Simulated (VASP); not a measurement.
The system is BeAs2C.

```
CELL_PARAMETERS angstrom
3.42471 0.00000 0.00000
0.00000 3.42471 0.00000
0.00000 0.00000 4.89686
ATOMIC_POSITIONS crystal
Be 0.00000 0.00000 0.00000
As 0.00000 0.50000 0.26057
As 0.50000 0.00000 0.73943
C 0.50000 0.50000 0.50000
```

Base run:

```yaml
Program: VASP 6.6.1
Functional: PBE
Potentials_or_basis: VASP PAW PBE potentials, release 64 (Be, As, C)
Cutoff: 600 eV
k_mesh: 6 × 6 × 6
Occupations: fermi-dirac, width 0.02 eV
Spin: no spin polarisation
```

Its results: band gap on the k mesh zero (bands 8 and 9 overlap by 0.62 eV); pressure 2.5 GPa; largest force 0.122 eV/Å.

**Question.** The run is repeated on the same cell with these changes: functional from PBE to r2SCAN; cutoff from 600 eV to 660 eV; k mesh from 6 × 6 × 6 to 4 × 4 × 2. What comes out?

**Answer.** Band gap on the k mesh zero (bands 8 and 9 overlap by 0.51 eV); pressure 1.6 GPa; largest force 0.236 eV/Å.

Several settings changed at once.

Caveats: some runs use coarse meshes; the PAW data sets were made with another functional, which shifts forces and pressure a little (at least some runs).
